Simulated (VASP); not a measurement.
Input of a VASP 6.6.1 run:

POSCAR

```
CaSe
1.0
    0.0000000000      3.2795613683      3.2795613683
    3.2795613683      0.0000000000      3.2795613683
    3.2795613683      3.2795613683      0.0000000000
Ca Se
1 1
Direct
    0.0000000000      0.0000000000      0.0000000000
    0.2500000000      0.2500000000      0.2500000000
```

Contents of INCAR.step1:

```
SYSTEM = CaSe
PREC = Accurate ; ENCUT = 520
ISMEAR = 0 ; SIGMA = 0.01
LREAL = .False. ; LASPH = .True.
NELM = 80 ; NBANDS = 15
GGA = PE ; ALGO = Normal
EDIFF = 1E-4 ; LWAVE = .True.
LCHARG = .False.
```

Contents of INCAR.step2:

```
SYSTEM = CaSe
PREC = Accurate ; ENCUT = 520
EDIFF = 1E-6 ; ISMEAR = 0
SIGMA = 0.01 ; LREAL = .False.
LASPH = .True. ; NELM = 80
ALGO = Normal ; ISIF = 2
LWAVE = .False. ; LCHARG = .False.
METAGGA = R2SCAN ; LMIXTAU = .True.
NBANDS = 15 ; ISTART = 1
```

Contents of KPOINTS:

```
regular mesh
0
Gamma
  6 6 6
  0 0 0
```

Potentials or basis: VASP PAW PBE potentials, release 64 (Ca_sv, Se).

Command:

```sh
$ cat potpaw_PBE.64/Ca_sv/POTCAR potpaw_PBE.64/Se/POTCAR > POTCAR
$ cp INCAR.step1 INCAR
$ mpirun -np 1 vasp_std > vasp.out
$ cp INCAR.step2 INCAR
$ mpirun -np 1 vasp_std > vasp.out
```

(1) What does it give for the pressure?

(2) What does it give for the band gap on the k mesh?

Answers

(1) 0.2 GPa.

(2) 3.69 eV, indirect (least direct gap 3.78 eV).

Caveat: the PAW data sets were made with another functional, which shifts forces and pressure a little.
